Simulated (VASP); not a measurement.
# Al3Cu (P4/mmm) in VASP: further runs, part 2 of 2

VASP 6.6.1.

## 3. Single point, PBEsol

INCAR

```
SYSTEM = Al3Cu
ALGO = Normal
EDIFF = 1E-6
ENCUT = 520
GGA = PS
ISIF = 2
ISMEAR = 0
LASPH = .TRUE.
LCHARG = .FALSE.
LREAL = .FALSE.
LWAVE = .FALSE.
NBANDS = 18
NELM = 80
PREC = Accurate
SIGMA = 0.1
```

KPOINTS

```
k-points
0
G
  6 6 4
  0 0 0
```

POSCAR

```
Al3Cu
1.0
    2.7784054294      0.0000000000      0.0000000000
    0.0000000000      2.7784054294      0.0000000000
    0.0000000000      0.0000000000      7.5134034100
Al Cu
3 1
Direct
    0.0000000000      0.0000000000      0.5000000000
    0.5000000000      0.5000000000      0.2261155100
    0.5000000000      0.5000000000      0.7738844900
    0.0000000000      0.0000000000      0.0000000000
```

Potentials or basis: VASP PAW PBE potentials, release 64 (Al, Cu).

Run with:

```console
$ cat potpaw_PBE.64/Al/POTCAR potpaw_PBE.64/Cu/POTCAR > POTCAR
$ mpirun -np 1 vasp_std > vasp.out
```

Run time: 15 s. Hardware: 1 thread of Intel Xeon 6975P-C (Granite Rapids), shared host; peak memory 0.18 GiB.

It converged, with:

* Free energy: -17.0021 eV
* Pressure: 1.5 GPa
* Largest force: 0.184 eV/Å
* Band gap on the k mesh: zero (band 10 reaches 12.87 eV, above the bottom of band 11 at 6.69 eV)

Forces in eV/Å, atoms in the order of the input:
```
Al   0.000  0.000  0.000
Al   0.000  0.000 -0.184
Al   0.000  0.000  0.184
Cu   0.000  0.000  0.000
```

Stress tensor (GPa, compression positive):
```
0.95 0.00 0.00
0.00 0.95 0.00
0.00 0.00 2.52
```

Levels at points of the mesh, in eV from the Fermi level:
| k point | band 6 | band 7 | band 8 | band 9 | band 10 | band 11 | band 12 | band 13 |
| --- | --- | --- | --- | --- | --- | --- | --- | --- |
| (0.00, 0.00, 0.00) | -3.51 | -3.51 | -3.12 | -1.61 | 0.79 | 6.35 | 6.65 | 6.65 |
| (0.50, 0.00, 0.00) | -3.95 | -3.59 | -3.56 | -3.41 | -2.29 | -1.74 | 2.87 | 4.03 |
| (0.50, 0.50, 0.00) | -2.50 | -2.50 | -0.52 | -0.36 | 0.27 | 0.27 | 0.56 | 0.56 |
| (0.00, 0.00, 0.50) | -3.51 | -3.51 | -3.40 | -3.12 | 4.44 | 5.93 | 6.33 | 7.15 |
| (0.50, 0.00, 0.50) | -4.16 | -3.59 | -3.41 | -2.52 | -0.88 | -0.81 | 0.20 | 0.97 |
| (0.50, 0.50, 0.50) | -1.70 | -1.70 | -1.68 | -1.68 | -0.57 | -0.54 | 0.70 | 1.75 |

Caveat: the k points lie up to 0.38 Å⁻¹ apart; the PAW data sets were made with another functional, which shifts forces and pressure a little.

## 4. Single point, PBEsol

INCAR

```
PREC     = Accurate       # precision mode
ENCUT    = 520            # plane-wave cutoff, eV
EDIFF    = 1E-7           # SCF threshold, eV
ISMEAR   = 0              # smearing method
SIGMA    = 0.1            # smearing width, eV
LREAL    = F              # projectors in reciprocal space
LASPH    = T              # aspherical terms in the spheres
NELM     = 80             # most SCF steps
ALGO     = Fast           # electronic algorithm
ISIF     = 2              # what is computed and relaxed
LWAVE    = F              # write WAVECAR
LCHARG   = T              # write CHGCAR
GGA      = PS             # functional
LELF     = T              # ELF
LVHAR    = T            
NBANDS   = 18             # bands
```

KPOINTS

```
regular mesh
0
Gamma
  8 8 4
```

POSCAR is that of step 3.

Potentials or basis: VASP PAW PBE potentials, release 64 (Al, Cu).

Run with:

```console
$ cat potpaw_PBE.64/Al/POTCAR potpaw_PBE.64/Cu/POTCAR > POTCAR
$ mpirun -np 1 vasp_std > vasp.out
```

OUTCAR:

```text
PREC = Accurate
   ENCUT = 520
   EDIFF = 1E-7
   ISMEAR = 0
   LREAL = F
   LASPH = T
   NELM = 80
   ISIF = 2
   GGA = PS

 ion  position               nearest neighbor table
   1  0.000  0.000  0.500-   2 2.85   3 2.85   2 2.85   3 2.85   2 2.85   3 2.85   2 2.85   3 2.85

   2  0.500  0.500  0.226-   4 2.60   4 2.60   4 2.60   4 2.60   1 2.85   1 2.85   1 2.85   1 2.85

   3  0.500  0.500  0.774-   4 2.60   4 2.60   4 2.60   4 2.60   1 2.85   1 2.85   1 2.85   1 2.85
[... 707 lines left out ...]

  FORCE on cell =-STRESS in cart. coord.  units (eV):
  Direction    XX          YY          ZZ          XY          YZ          ZX
  --------------------------------------------------------------------------------------
  -------------------------------------------------------------------------------------
  Total        0.4020030      0.4020030      0.5065163      0.0000000     -0.0000000     -0.0000000
  in kB       11.1048302     11.1048302     13.9918798      0.0000000     -0.0000000     -0.0000000
  external PRESSURE =      12.0671801 kB  Pullay stress =       0.0000000 kB

 VOLUME and BASIS-vectors are now :
 -----------------------------------------------------------------------------
  energy-cutoff  :      520.00
  volume of cell :       58.00
      direct lattice vectors                 reciprocal lattice vectors
     2.778405429  0.000000000  0.000000000     0.359918675  0.000000000  0.000000000
     0.000000000  2.778405429  0.000000000     0.000000000  0.359918675  0.000000000
     0.000000000  0.000000000  7.513403410     0.000000000  0.000000000  0.133095476

 POSITION                                       TOTAL-FORCE (eV/Angst)
 -----------------------------------------------------------------------------------
      0.00000      0.00000      3.75670         0.000000      0.000000      0.000000
      1.38920      1.38920      1.69890        -0.000000      0.000000     -0.181485
      1.38920      1.38920      5.81451        -0.000000     -0.000000      0.181485
      0.00000      0.00000      0.00000         0.000000      0.000000      0.000000
 -----------------------------------------------------------------------------------
    total drift:                                0.000000      0.000000     -0.000000

  FREE ENERGIE OF THE ION-ELECTRON SYSTEM (eV)
  ---------------------------------------------------
  free  energy   TOTEN  =       -16.9119560390 eV

  energy  without entropy=      -16.9000871070  energy(sigma->0) =      -16.90602157
```

stdout:

```text
POSCAR found type information on POSCAR AlCu
 POSCAR found :  2 types and       4 ions
 scaLAPACK will be used
 -----------------------------------------------------------------------------
|                                                                             |
|                                                                             |
|     You enforced a specific xc type in the INCAR file but a different       |
|     I HOPE YOU KNOW WHAT YOU ARE DOING!                                     |
|                                                                             |
 -----------------------------------------------------------------------------

 LDA part: xc-table for (Slater+PW92), standard interpolation
 POSCAR, INCAR and KPOINTS ok, starting setup
 FFT: planning ... GRIDC
 FFT: planning ... GRID_SOFT
 FFT: planning ... GRID
 WAVECAR not read
 entering main loop
```

It took 31 s on 1 thread of Intel Xeon 6975P-C (Granite Rapids), shared host; peak memory 0.19 GiB.

Results:

```
Free energy            : -16.9120 eV
Pressure               : 1.2 GPa
Largest force          : 0.181 eV/Å
Band gap on the k mesh : zero (band 10 reaches 12.87 eV, above the bottom of band 11 at 6.70 eV)
```

Forces on the atoms (eV/Å):
```
Al   0.000  0.000  0.000
Al   0.000  0.000 -0.181
Al   0.000  0.000  0.181
Cu   0.000  0.000  0.000
```

Caveat: the PAW data sets were made with another functional, which shifts forces and pressure a little.

## 5. Single point, PBEsol

INCAR

```
PREC = Accurate
ENCUT = 520
EDIFF = 1E-6
ISMEAR = 0
SIGMA = 0.1
LREAL = False
LASPH = True
NELM = 80
ALGO = Normal
ISIF = 2
LWAVE = False
LCHARG = False
GGA = PS
NBANDS = 18
```

KPOINTS

```
Automatic mesh
0
Gamma
  10 10 4
```

POSCAR is that of step 4.

Run with:

```console
$ cat potpaw_PBE.64/Al/POTCAR potpaw_PBE.64/Cu/POTCAR > POTCAR
$ mpirun -np 1 vasp_std > vasp.out
```

Wall time 25 s (1 thread of Intel Xeon 6975P-C (Granite Rapids), shared host); peak memory 0.21 GiB.

Results (log left out):

* Free energy: -16.9831 eV
* Pressure: 1.5 GPa
* Largest force: 0.184 eV/Å
* Band gap on the k mesh: zero (band 10 reaches 12.87 eV, above the bottom of band 11 at 6.69 eV)

Forces on the atoms (eV/Å):
```
Al   0.000  0.000  0.000
Al   0.000  0.000 -0.184
Al   0.000  0.000  0.184
Cu   0.000  0.000  0.000
```

Stress tensor (GPa, compression positive):
```
1.12 0.00 0.00
0.00 1.12 0.00
0.00 0.00 2.21
```

Levels at points of the mesh, in eV from the Fermi level:
```
           k point  band 7  band 8  band 9  band 10  band 11  band 12  band 13  band 14
(0.00, 0.00, 0.00)   -3.63   -3.23   -1.73     0.67     6.23     6.53     6.53     7.87
(0.50, 0.00, 0.00)   -3.70   -3.68   -3.53    -2.41    -1.85     2.75     3.91     4.18
(0.50, 0.50, 0.00)   -2.62   -0.62   -0.48     0.16     0.16     0.43     0.43     0.64
(0.00, 0.00, 0.50)   -3.63   -3.52   -3.23     4.32     5.81     6.22     7.04     7.04
(0.50, 0.00, 0.50)   -3.70   -3.53   -2.64    -1.00    -0.93     0.09     0.85     8.83
(0.50, 0.50, 0.50)   -1.83   -1.79   -1.79    -0.67    -0.66     0.57     1.63     3.27
```

Caveat: the PAW data sets were made with another functional, which shifts forces and pressure a little.

## 6. Single point, PBEsol

INCAR

```
SYSTEM = Al3Cu
ALGO = Fast
EDIFF = 1E-6
ENCUT = 520
GGA = PS
ISIF = 2
ISMEAR = 0
LASPH = .TRUE.
LCHARG = .FALSE.
LREAL = .FALSE.
LWAVE = .FALSE.
NBANDS = 18
NELM = 80
PREC = Accurate
SIGMA = 0.1
```

KPOINTS

```
Automatic mesh
0
Gamma
  10 10 4
  0.5 0.5 0.5
```

POSCAR is that of step 5.

Potentials or basis: VASP PAW PBE potentials, release 64 (Al, Cu).

Run with:

```console
$ cat potpaw_PBE.64/Al/POTCAR potpaw_PBE.64/Cu/POTCAR > POTCAR
$ mpirun -np 1 vasp_std > vasp.out
```

Run time: 17 s. Hardware: 1 thread of Intel Xeon 6975P-C (Granite Rapids), shared host; peak memory 0.18 GiB.

Results (log left out):

* Free energy: -16.9467 eV
* Pressure: 1.0 GPa
* Largest force: 0.133 eV/Å
* Band gap on the k mesh: zero (band 10 reaches 12.11 eV, above the bottom of band 11 at 7.17 eV)

Forces in eV/Å, atoms in the order of the input:
```
Al   0.000  0.000  0.000
Al   0.000  0.000 -0.133
Al   0.000  0.000  0.133
Cu   0.000  0.000  0.000
```

Stress tensor (GPa, compression positive):
```
1.19 0.00 0.00
0.00 1.19 0.00
0.00 0.00 0.72
```

Levels at points of the mesh, in eV from the Fermi level:
| k point | band 7 | band 8 | band 9 | band 10 | band 11 | band 12 | band 13 | band 14 |
| --- | --- | --- | --- | --- | --- | --- | --- | --- |
| (0.05, 0.05, 0.12) | -3.65 | -3.26 | -2.01 | 1.29 | 4.78 | 6.03 | 6.59 | 7.87 |

Caveat: the PAW data sets were made with another functional, which shifts forces and pressure a little.

## 7. Single point, PBEsol

INCAR

```
ALGO = Fast
EDIFF = 1E-6
ENCUT = 520
GGA = PS
ISIF = 2
ISMEAR = 0
LASPH = T
LCHARG = F
LREAL = F
LWAVE = F
NBANDS = 18
NELM = 100
PREC = Accurate
SIGMA = 0.1
```

KPOINTS

```
k-points
0
Gamma
  24 24 10
```

POSCAR is that of step 6.

Run with:

```console
$ cat potpaw_PBE.64/Al/POTCAR potpaw_PBE.64/Cu/POTCAR > POTCAR
$ mpirun -np 1 vasp_std > vasp.out
```

It took 5.3 min on 1 thread of Intel Xeon 6975P-C (Granite Rapids), shared host; peak memory 0.6 GiB.

It converged, with:

- Free energy: -16.9616 eV
- Pressure: -1.8 GPa
- Largest force: 0.179 eV/Å
- Band gap on the k mesh: zero (band 10 reaches 12.93 eV, above the bottom of band 11 at 6.71 eV)

Forces on the atoms (eV/Å):
```
Al   0.000  0.000  0.000
Al   0.000  0.000 -0.179
Al   0.000  0.000  0.179
Cu   0.000  0.000  0.000
```

Stress tensor (GPa, compression positive):
```
-2.09  0.00  0.00
 0.00 -2.09  0.00
 0.00  0.00 -1.11
```

Levels at points of the mesh, in eV from the Fermi level:
```
           k point  band 8  band 9  band 10  band 11  band 12  band 13
(0.00, 0.00, 0.00)   -3.17   -1.69     0.72     6.27     6.57     6.57
(0.50, 0.00, 0.00)   -3.62   -3.47    -2.36    -1.80     2.78     3.95
(0.50, 0.50, 0.00)   -0.59   -0.44     0.20     0.20     0.48     0.48
(0.00, 0.00, 0.50)   -3.46   -3.17     4.36     5.85     6.26     7.07
(0.50, 0.00, 0.50)   -3.47   -2.58    -0.96    -0.89     0.13     0.89
(0.50, 0.50, 0.50)   -1.75   -1.75    -0.64    -0.62     0.62     1.67
```

Caveat: the PAW data sets were made with another functional, which shifts forces and pressure a little.

## 8. The runs side by side

```csv
k mesh,gap on the mesh (eV),pressure (GPa),largest force (eV/Å)
6 × 6 × 2,none,0.7,0.17
6 × 6 × 4,none,1.5,0.18
8 × 8 × 4,none,1.2,0.18
10 × 10 × 4,none,1.5,0.18
"10 × 10 × 4, shifted",none,1.0,0.13
24 × 24 × 10,none,-1.8,0.18
```

Alike in all rows: task single point; level PBEsol; potentials or basis VASP PAW PBE potentials, release 64 (Al, Cu); no spin polarisation; cell as given; cutoff (eV) 520; smearing gaussian 0.1 eV.

Caveats: some runs use coarse meshes; the PAW data sets were made with another functional, which shifts forces and pressure a little.

Total energies depend on the potentials used, so only differences within one code and one set of settings carry meaning.
